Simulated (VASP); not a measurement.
Here is a VASP 6.6.1 calculation.

File INCAR:

```
SYSTEM = Si4BN3
PREC = Accurate
ENCUT = 520
EDIFF = 1E-7
ISMEAR = 0
SIGMA = 0.02
LREAL = Auto
LASPH = .True.
NELM = 60
ALGO = Normal
ISIF = 2
LWAVE = .False.
LCHARG = .False.
GGA = PE
NBANDS = 48
```

File KPOINTS:

```
regular mesh
0
Gamma
  6 4 6
  0 0 0
```

POSCAR

```
Si4BN3
1.0
    5.8734786454      0.0000000000      0.0000000000
    0.0000000000      7.2156564911      0.0000000000
    0.0000000000      0.0000000000      5.0567576319
Si B N
8 2 6
Direct
    0.0000000000      0.0911555704      0.8757476144
    0.0000000000      0.8543813240      0.3910859993
    0.7037166689      0.7330194797      0.8555730154
    0.2962833311      0.7330194797      0.8555730154
    0.5000000000      0.9088444296      0.3757476144
    0.5000000000      0.1456186760      0.8910859993
    0.7962833311      0.2669805203      0.3555730154
    0.2037166689      0.2669805203      0.3555730154
    0.0000000000      0.8187504491      0.0050115605
    0.5000000000      0.1812495509      0.5050115605
    0.5000000000      0.9058511709      0.0115433435
    0.2684350583      0.7860086286      0.5127327258
    0.7315649417      0.7860086286      0.5127327258
    0.0000000000      0.0941488291      0.5115433435
    0.2315649417      0.2139913714      0.0127327258
    0.7684350583      0.2139913714      0.0127327258
```

Potentials or basis: VASP PAW PBE potentials, release 64 (Si, B, N).

Launch:

```sh
$ cat potpaw_PBE.64/Si/POTCAR potpaw_PBE.64/B/POTCAR potpaw_PBE.64/N/POTCAR > POTCAR
$ mpirun -np 1 vasp_std > vasp.out
```

Q: What does it give for the band gap on the k mesh?

A: 0.85 eV (least direct gap 1.04 eV).

Q: What does it give for the largest force?

A: 0.015 eV/Å.

Forces on the atoms (eV/Å):
```
Si   0.000  0.013 -0.007
Si   0.000 -0.004  0.007
Si  -0.005  0.002 -0.007
Si   0.005  0.002 -0.007
Si   0.000 -0.013 -0.007
Si   0.000  0.004  0.007
Si   0.005 -0.002 -0.007
Si  -0.005 -0.002 -0.007
B    0.000  0.000  0.004
B    0.000  0.000  0.004
N    0.000  0.006  0.007
N   -0.008  0.010  0.002
N    0.008  0.010  0.002
N    0.000 -0.006  0.007
N    0.008 -0.010  0.002
N   -0.008 -0.010  0.002
```

A k mesh can miss the band edges.
